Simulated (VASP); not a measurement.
# HfSi3 (Pm-3m) in VASP: a series of runs

Runs on HfSi3. Level: PBE. Tasks: single point.

Program: VASP 6.6.1. These are calculated values, not measurements. Logs are shortened: lines on timing, memory, paths and dates and some standing lists are left out, and cuts for length are marked.

## 1. The cell of the first run

It takes space group Pm-3m (No. 221, cubic). The conventional cell has a = 4.000 Å, b = 4.000 Å, c = 4.000 Å, α = 90.00°, β = 90.00°, γ = 90.00°. Hf (site symmetry m-3m) has 12 Si at 2.83 Å within 3.7 Å. Si (site symmetry 4/mmm) has 4 Hf at 2.83 Å and 8 Si at 2.83 Å within 3.7 Å.

## 2. Single point, PBE (volume scaled by 1.020)

INCAR

```
SYSTEM = HfSi3
PREC = Accurate ; ENCUT = 520
EDIFF = 1E-6 ; ISMEAR = 0
SIGMA = 0.05 ; LREAL = .False.
LASPH = .True. ; NELM = 80
ALGO = Normal ; ISIF = 2
LWAVE = .False. ; LCHARG = .False.
GGA = PE ; NBANDS = 19
```

KPOINTS

```
Automatic mesh
0
Gamma
  8 8 8
  0 0 0
```

POSCAR

```
HfSi3
1.0
    3.9998233712      0.0000000000      0.0000000000
    0.0000000000      3.9998233712      0.0000000000
    0.0000000000      0.0000000000      3.9998233712
Hf Si
1 3
Direct
    0.0000000000      0.0000000000      0.0000000000
    0.0000000000      0.5000000000      0.5000000000
    0.5000000000      0.5000000000      0.0000000000
    0.5000000000      0.0000000000      0.5000000000
```

Potentials or basis: VASP PAW PBE potentials, release 64 (Hf_pv, Si).

On the command line:

```
$ cat potpaw_PBE.64/Hf_pv/POTCAR potpaw_PBE.64/Si/POTCAR > POTCAR
$ mpirun -np 1 vasp_std > vasp.out
```

OUTCAR:

```text
SYSTEM = HfSi3
   PREC = Accurate
   ENCUT = 520
   EDIFF = 1E-6
   ISMEAR = 0
   LREAL = .False.
   LASPH = .True.
   NELM = 80
   ISIF = 2
   GGA = PE

 ion  position               nearest neighbor table
   1  0.000  0.000  0.000-   2 2.83   3 2.83   4 2.83   2 2.83   4 2.83   2 2.83   3 2.83   2 2.83
                             3 2.83   4 2.83   4 2.83   3 2.83
   2  0.000  0.500  0.500-   1 2.83   3 2.83   4 2.83   1 2.83   3 2.83   1 2.83   4 2.83   1 2.83
                             3 2.83   4 2.83   3 2.83   4 2.83
   3  0.500  0.500  0.000-   1 2.83   2 2.83   4 2.83   2 2.83   4 2.83   1 2.83   4 2.83   4 2.83
                             1 2.83   2 2.83   2 2.83   1 2.83
   4  0.500  0.000  0.500-   1 2.83   2 2.83   3 2.83   1 2.83   3 2.83   2 2.83   3 2.83   3 2.83
                             1 2.83   2 2.83   1 2.83   2 2.83

  LATTYP: Found a simple cubic cell.
 ALAT       =     3.9998233712

  Lattice vectors:

 A1 = (   3.9998233712,   0.0000000000,   0.0000000000)
 A2 = (   0.0000000000,   3.9998233712,   0.0000000000)
 A3 = (   0.0000000000,   0.0000000000,   3.9998233712)

Analysis of symmetry for initial positions (statically):
=====================================================================
 Subroutine PRICEL returns:
 Original cell was already a primitive cell.

 Routine SETGRP: Setting up the symmetry group for a
 simple cubic supercell.

 Subroutine GETGRP returns: Found 48 space group operations
 (whereof 48 operations were pure point group operations)
 out of a pool of 48 trial point group operations.

The static configuration has the point symmetry O_h .

Analysis of symmetry for dynamics (positions and initial velocities):
=====================================================================
 Subroutine PRICEL returns:
 Original cell was already a primitive cell.

 Routine SETGRP: Setting up the symmetry group for a
 simple cubic supercell.

 Subroutine GETGRP returns: Found 48 space group operations
 (whereof 48 operations were pure point group operations)
 out of a pool of 48 trial point group operations.

The dynamic configuration has the point symmetry O_h .

 Subroutine INISYM returns: Found 48 space group operations
 (whereof 48 operations are pure point group operations),
 and found     1 'primitive' translations

----------------------------------------------------------------------------------------

                                     Primitive cell

  volume of cell :      63.9915

  direct lattice vectors                    reciprocal lattice vectors
     3.999823371  0.000000000  0.000000000     0.250011040  0.000000000  0.000000000
     0.000000000  3.999823371  0.000000000     0.000000000  0.250011040  0.000000000
[... 96 lines left out ...]
   ISYM   =      2    0-nonsym 1-usesym 2-fastsym
   POTIM  = 0.5000    time-step for ionic-motion
   TEBEG  =    0.0;   TEEND  =   0.0 temperature during run
   PSTRESS=    0.0 pullay stress
   NELECT =      22.0000    total number of electrons
   NUPDOWN=      -1.0000    fix difference up-down
   EMIN   =  10.00;   EMAX   =-10.00  energy-range for DOS
   EFERMI =   0.00;   METHOD = LEGACY
   ISMEAR =     0;   SIGMA  =   0.05  broadening in eV -4-tet -1-fermi 0-gaus
   EFERMI_NEDOS =   21; number of points for ismear=-14 and -15
   IALGO  =     38    algorithm
   IMIX   =      4    mixing-type and parameters
     AMIX     =   0.40;   BMIX     =  1.00
     AMIX_MAG =   1.60;   BMIX_MAG =  1.00
  volume/ion in A,a.u.               =      16.00       107.96
  Fermi-wavevector in a.u.,A,eV,Ry     =   1.146854  2.167240 17.895400  1.315275
  Thomas-Fermi vector in A             =   2.283537
   LORBIT       =      0    0 simple, 1 ext, 2 COOP (PROOUT), +10 PAW based schemes
   GGA     = PE    functional components
   LHFCALC =     F    Hartree Fock is set to
   AEXX    =    0.0000 exact exchange contribution
   IVDW    =     0    specifies the selected vdW correction
   LEPSILON=     F    determine dielectric tensor
   LRPA    =     F    only Hartree local field effects (RPA)
 non-spin polarized calculation
 Gauss-broadening in eV      SIGMA  =   0.05
  energy-cutoff  :      520.00
  volume of cell :       63.99
 maximum number of plane-waves:      1751
 NGX is ok and might be reduce to    30
   NGX = 15   NGY = 15   NGZ = 15

 number of electron      22.0000000 magnetization

 Free energy of the ion-electron system (eV)
  ---------------------------------------------------
  ext. energy  EPLUGINS =         0.00000000
  ---------------------------------------------------
  free energy    TOTEN  =       -26.41035294 eV

  energy without entropy =      -26.40620513  energy(sigma->0) =      -26.40827903

 E-fermi :   8.9931     XC(G=0): -11.3396

 val. band max:        8.9889935310   @ k =   0.5000   0.1250   0.0000
 cond. band min:       9.0054029594   @ k =   0.3750   0.3750   0.0000
 fundamental gap:      0.0164094285
 Fermi energy:         8.9930827307

 k-point     1 :       0.0000    0.0000    0.0000
  band No.  band energies     occupation
      1     -22.3634      2.00000
      2     -22.3634      2.00000
      3     -22.3634      2.00000
      4      -4.2428      2.00000
      5       3.0476      2.00000
      6       3.0476      2.00000
[... 505 lines left out ...]
      6       0.9738      2.00000
[... 11 lines left out ...]
     18      14.3838      0.00000
     19      15.7237      0.00000

 [... further k-points ...]

------------------------ aborting loop because EDIFF is reached ----------------------------------------

  FORCE on cell =-STRESS in cart. coord.  units (eV):
  Direction    XX          YY          ZZ          XY          YZ          ZX
  --------------------------------------------------------------------------------------
  -------------------------------------------------------------------------------------
  Total       -0.9465053     -0.9465053     -0.9465053     -0.0000000      0.0000000     -0.0000000
  in kB      -23.6979721    -23.6979721    -23.6979721     -0.0000000      0.0000000     -0.0000000
  external PRESSURE =     -23.6979721 kB  Pullay stress =       0.0000000 kB

 VOLUME and BASIS-vectors are now :
 -----------------------------------------------------------------------------
  energy-cutoff  :      520.00
  volume of cell :       63.99
      direct lattice vectors                 reciprocal lattice vectors
     3.999823371  0.000000000  0.000000000     0.250011040  0.000000000  0.000000000
     0.000000000  3.999823371  0.000000000     0.000000000  0.250011040  0.000000000
     0.000000000  0.000000000  3.999823371     0.000000000  0.000000000  0.250011040

 POSITION                                       TOTAL-FORCE (eV/Angst)
 -----------------------------------------------------------------------------------
      0.00000      0.00000      0.00000         0.000000      0.000000      0.000000
      0.00000      1.99991      1.99991         0.000000      0.000000      0.000000
      1.99991      1.99991      0.00000         0.000000      0.000000      0.000000
      1.99991      0.00000      1.99991         0.000000      0.000000      0.000000
 -----------------------------------------------------------------------------------
    total drift:                               -0.000000     -0.000000      0.000000

  FREE ENERGIE OF THE ION-ELECTRON SYSTEM (eV)
  ---------------------------------------------------
  free  energy   TOTEN  =       -26.4103529411 eV

  energy  without entropy=      -26.4062051252  energy(sigma->0) =      -26.40827903
```

OSZICAR:

```text
N       E                     dE             d eps       ncg     rms          rms(c)
DAV:   1     0.472740338033E+02    0.47274E+02   -0.10325E+04  1330   0.103E+03
DAV:   2    -0.247731069120E+02   -0.72047E+02   -0.70163E+02  1696   0.207E+02
DAV:   3    -0.272894374350E+02   -0.25163E+01   -0.24795E+01  1751   0.272E+01
DAV:   4    -0.273094889697E+02   -0.20052E-01   -0.20033E-01  1694   0.295E+00
DAV:   5    -0.273096656477E+02   -0.17668E-03   -0.17667E-03  1669   0.265E-01    0.407E+01
DAV:   6    -0.265067344241E+02    0.80293E+00   -0.19636E+00  1521   0.629E+00    0.277E+01
DAV:   7    -0.264211978332E+02    0.85537E-01   -0.51386E-01  1733   0.382E+00    0.286E+00
DAV:   8    -0.264117949932E+02    0.94028E-02   -0.56910E-02  1561   0.114E+00    0.875E-01
DAV:   9    -0.264110205216E+02    0.77447E-03   -0.12148E-02  1588   0.518E-01    0.501E-01
DAV:  10    -0.264103829869E+02    0.63753E-03   -0.34406E-03  1599   0.253E-01    0.112E-01
DAV:  11    -0.264103527571E+02    0.30230E-04   -0.26236E-04  1549   0.869E-02    0.259E-02
DAV:  12    -0.264103535298E+02   -0.77264E-06   -0.15569E-05  1643   0.218E-02    0.148E-02
DAV:  13    -0.264103529411E+02    0.58865E-06   -0.36417E-06  1458   0.860E-03
   1 F= -.26410353E+02 E0= -.26408279E+02  d E =-.414782E-02
```

Wall time 17 s (1 thread of AMD EPYC 9R45 (Zen 5), shared host); peak memory 0.16 GiB.

Results:

```
Free energy            : -26.4104 eV
Pressure               : -2.4 GPa
Band gap on the k mesh : zero (band 11 reaches 9.85 eV, above the bottom of band 12 at 7.92 eV)
```

Levels at points of the mesh, in eV from the Fermi level:
```
           k point  band 8  band 9  band 10  band 11  band 12  band 13  band 14  band 15
(0.00, 0.00, 0.00)   -4.14   -4.14    -0.14    -0.02    -0.02    -0.02     2.09     2.09
(0.50, 0.00, 0.00)   -3.83   -3.69    -1.11    -1.11    -0.22     0.22     0.49     2.76
(0.50, 0.50, 0.00)   -2.99   -2.99    -1.08    -0.97     0.66     0.66     0.90     1.63
(0.50, 0.50, 0.50)   -4.97   -4.97    -4.97    -1.02     2.12     2.12     3.86     3.86
```

Caveat: the cell differs from its parent crystal (volume scaled by 1.020); spin-orbit coupling is left out, which moves the levels of the heavy elements.

## 3. Single point, PBE

This run uses another cell than the first one, of 16.29 Å³/atom, 1.018 times its volume.

INCAR

```
ALGO     = Normal         # electronic algorithm
EDIFF    = 1E-7           # SCF threshold, eV
ENCUT    = 520            # plane-wave cutoff, eV
GGA      = PE             # functional
ISIF     = 2              # what is computed and relaxed
ISMEAR   = 0              # smearing method
LASPH    = T              # aspherical terms in the spheres
LCHARG   = F              # write CHGCAR
LREAL    = F              # projectors in reciprocal space
LWAVE    = F              # write WAVECAR
NBANDS   = 19             # bands
NELM     = 80             # most SCF steps
PREC     = Accurate       # precision mode
SIGMA    = 0.05           # smearing width, eV
```

KPOINTS

```
k-points
0
Gamma
  8 8 8
```

POSCAR

```
HfSi3
1.0
    4.0242279553      0.0000000000      0.0000000000
    0.0000000000      4.0242279553      0.0000000000
    0.0000000000      0.0000000000      4.0242279553
Hf Si
1 3
Direct
    0.0000000000      0.0000000000      0.0000000000
    0.0000000000      0.5000000000      0.5000000000
    0.5000000000      0.5000000000      0.0000000000
    0.5000000000      0.0000000000      0.5000000000
```

Potentials or basis: VASP PAW PBE potentials, release 64 (Hf_pv, Si).

On the command line:

```
$ cat potpaw_PBE.64/Hf_pv/POTCAR potpaw_PBE.64/Si/POTCAR > POTCAR
$ mpirun -np 1 vasp_std > vasp.out
```

Wall time 18 s (1 thread of AMD EPYC 9R45 (Zen 5), shared host); peak memory 0.16 GiB.

The run converged. Its results:

```
Free energy            : -26.3864 eV
Pressure               : -4.2 GPa
Band gap on the k mesh : zero (band 11 reaches 9.63 eV, above the bottom of band 12 at 7.73 eV)
```

Levels at points of the mesh, in eV from the Fermi level:
| k point | band 7 | band 8 | band 9 | band 10 | band 11 | band 12 | band 13 | band 14 | band 15 | band 16 |
| --- | --- | --- | --- | --- | --- | --- | --- | --- | --- | --- |
| (0.00, 0.00, 0.00) | -4.09 | -4.09 | -4.09 | -0.12 | 0.01 | 0.01 | 0.01 | 2.06 | 2.06 | 2.06 |
| (0.50, 0.00, 0.00) | -4.20 | -3.75 | -3.75 | -1.10 | -1.10 | -0.19 | 0.17 | 0.51 | 2.68 | 2.75 |
| (0.50, 0.50, 0.00) | -6.87 | -2.92 | -2.92 | -1.04 | -0.96 | 0.63 | 0.63 | 0.89 | 1.60 | 3.84 |
| (0.50, 0.50, 0.50) | -6.60 | -4.92 | -4.92 | -4.92 | -1.03 | 2.08 | 2.08 | 3.77 | 3.77 | 3.77 |

Caveat: spin-orbit coupling is left out, which moves the levels of the heavy elements.

## 4. Single point, PBE (volume scaled by 1.040)

INCAR

```
SYSTEM = HfSi3
PREC = Accurate
ENCUT = 520
EDIFF = 1E-6
ISMEAR = 0
SIGMA = 0.05
LREAL = .False.
LASPH = .True.
NELM = 80
ALGO = Normal
ISIF = 2
LWAVE = .False.
LCHARG = .True.
GGA = PE
LELF = .True.
LVHAR = .True.
NBANDS = 19
```

KPOINTS

```
Automatic mesh
0
Gamma
  8 8 8
  0 0 0
```

POSCAR

```
HfSi3
1.0
    4.0257969780      0.0000000000      0.0000000000
    0.0000000000      4.0257969780      0.0000000000
    0.0000000000      0.0000000000      4.0257969780
Hf Si
1 3
Direct
    0.0000000000      0.0000000000      0.0000000000
    0.0000000000      0.5000000000      0.5000000000
    0.5000000000      0.5000000000      0.0000000000
    0.5000000000      0.0000000000      0.5000000000
```

Potentials or basis: VASP PAW PBE potentials, release 64 (Hf_pv, Si).

On the command line:

```
$ cat potpaw_PBE.64/Hf_pv/POTCAR potpaw_PBE.64/Si/POTCAR > POTCAR
$ mpirun -np 1 vasp_std > vasp.out
```

OUTCAR:

```text
SYSTEM = HfSi3
   PREC = Accurate
   ENCUT = 520
   EDIFF = 1E-6
   ISMEAR = 0
   LREAL = .False.
   LASPH = .True.
   NELM = 80
   ISIF = 2
   GGA = PE

 ion  position               nearest neighbor table
   1  0.000  0.000  0.000-   2 2.85   3 2.85   4 2.85   2 2.85   4 2.85   2 2.85   3 2.85   2 2.85
                             3 2.85   4 2.85   4 2.85   3 2.85
   2  0.000  0.500  0.500-   1 2.85   3 2.85   4 2.85   1 2.85   3 2.85   1 2.85   4 2.85   1 2.85
                             3 2.85   4 2.85   3 2.85   4 2.85
   3  0.500  0.500  0.000-   1 2.85   2 2.85   4 2.85   2 2.85   4 2.85   1 2.85   4 2.85   4 2.85
                             1 2.85   2 2.85   2 2.85   1 2.85
   4  0.500  0.000  0.500-   1 2.85   2 2.85   3 2.85   1 2.85   3 2.85   2 2.85   3 2.85   3 2.85
                             1 2.85   2 2.85   1 2.85   2 2.85

  LATTYP: Found a simple cubic cell.
 ALAT       =     4.0257969780

  Lattice vectors:

 A1 = (   4.0257969780,   0.0000000000,   0.0000000000)
 A2 = (   0.0000000000,   4.0257969780,   0.0000000000)
 A3 = (   0.0000000000,   0.0000000000,   4.0257969780)

Analysis of symmetry for initial positions (statically):
=====================================================================
 Subroutine PRICEL returns:
 Original cell was already a primitive cell.

 Routine SETGRP: Setting up the symmetry group for a
 simple cubic supercell.

 Subroutine GETGRP returns: Found 48 space group operations
 (whereof 48 operations were pure point group operations)
 out of a pool of 48 trial point group operations.

The static configuration has the point symmetry O_h .

Analysis of symmetry for dynamics (positions and initial velocities):
=====================================================================
 Subroutine PRICEL returns:
 Original cell was already a primitive cell.

 Routine SETGRP: Setting up the symmetry group for a
 simple cubic supercell.

 Subroutine GETGRP returns: Found 48 space group operations
 (whereof 48 operations were pure point group operations)
 out of a pool of 48 trial point group operations.

The dynamic configuration has the point symmetry O_h .

 Subroutine INISYM returns: Found 48 space group operations
[... 126 lines left out ...]
   GGA     = PE    functional components
   LHFCALC =     F    Hartree Fock is set to
   AEXX    =    0.0000 exact exchange contribution
   IVDW    =     0    specifies the selected vdW correction
   LEPSILON=     F    determine dielectric tensor
   LRPA    =     F    only Hartree local field effects (RPA)
 non-spin polarized calculation
 Gauss-broadening in eV      SIGMA  =   0.05
  energy-cutoff  :      520.00
  volume of cell :       65.25
 maximum number of plane-waves:      1791
 NGX is ok and might be reduce to    30
   NGX = 15   NGY = 15   NGZ = 15

 number of electron      22.0000004 magnetization

 Free energy of the ion-electron system (eV)
  ---------------------------------------------------
  ext. energy  EPLUGINS =         0.00000000
  ---------------------------------------------------
  free energy    TOTEN  =       -26.38438937 eV

  energy without entropy =      -26.38013661  energy(sigma->0) =      -26.38226299

 E-fermi :   8.7729     XC(G=0): -11.2568

 val. band max:        8.7630477499   @ k =   0.3750   0.3750   0.0000
 cond. band min:       8.7730287930   @ k =   0.5000   0.3750   0.3750
 fundamental gap:      0.0099810430
 Fermi energy:         8.7728977767

 k-point     1 :       0.0000    0.0000    0.0000
  band No.  band energies     occupation
      1     -22.6283      2.00000
      2     -22.6283      2.00000
      3     -22.6283      2.00000
      4      -4.3104      2.00000
      5       2.8760      2.00000
      6       2.8760      2.00000
[... 505 lines left out ...]
      6       0.8221      2.00000
[... 11 lines left out ...]
     18      14.0649      0.00000
     19      15.3675      0.00000

 [... further k-points ...]

------------------------ aborting loop because EDIFF is reached ----------------------------------------

  FORCE on cell =-STRESS in cart. coord.  units (eV):
  Direction    XX          YY          ZZ          XY          YZ          ZX
  --------------------------------------------------------------------------------------
  -------------------------------------------------------------------------------------
  Total       -1.7411774     -1.7411774     -1.7411774     -0.0000000      0.0000000     -0.0000000
  in kB      -42.7560912    -42.7560912    -42.7560912     -0.0000000      0.0000000     -0.0000000
  external PRESSURE =     -42.7560912 kB  Pullay stress =       0.0000000 kB

 VOLUME and BASIS-vectors are now :
 -----------------------------------------------------------------------------
  energy-cutoff  :      520.00
  volume of cell :       65.25
      direct lattice vectors                 reciprocal lattice vectors
     4.025796978  0.000000000  0.000000000     0.248398020  0.000000000  0.000000000
     0.000000000  4.025796978  0.000000000     0.000000000  0.248398020  0.000000000
     0.000000000  0.000000000  4.025796978     0.000000000  0.000000000  0.248398020

 POSITION                                       TOTAL-FORCE (eV/Angst)
 -----------------------------------------------------------------------------------
      0.00000      0.00000      0.00000         0.000000      0.000000      0.000000
      0.00000      2.01290      2.01290         0.000000      0.000000      0.000000
      2.01290      2.01290      0.00000         0.000000      0.000000      0.000000
      2.01290      0.00000      2.01290         0.000000      0.000000      0.000000
 -----------------------------------------------------------------------------------
    total drift:                               -0.000000     -0.000000      0.000000

  FREE ENERGIE OF THE ION-ELECTRON SYSTEM (eV)
  ---------------------------------------------------
  free  energy   TOTEN  =       -26.3843893728 eV

  energy  without entropy=      -26.3801366138  energy(sigma->0) =      -26.38226299
```

stdout:

```text
POSCAR found type information on POSCAR HfSi
 POSCAR found :  2 types and       4 ions
 scaLAPACK will be used
 LDA part: xc-table for (Slater+PW92), standard interpolation
 POSCAR, INCAR and KPOINTS ok, starting setup
 FFT: planning ... GRIDC
 FFT: planning ... GRID_SOFT
 FFT: planning ... GRID
 WAVECAR not read
 entering main loop
```

Wall time 18 s (1 thread of AMD EPYC 9R45 (Zen 5), shared host); peak memory 0.16 GiB.

What came out:

| Quantity | Value |
| --- | --- |
| Free energy | -26.3844 eV |
| Pressure | -4.3 GPa |
| Band gap on the k mesh | zero (band 11 reaches 9.62 eV, above the bottom of band 12 at 7.72 eV) |

Caveat: the cell differs from its parent crystal (volume scaled by 1.040); spin-orbit coupling is left out, which moves the levels of the heavy elements.

(Continued in part 2 of 2.)
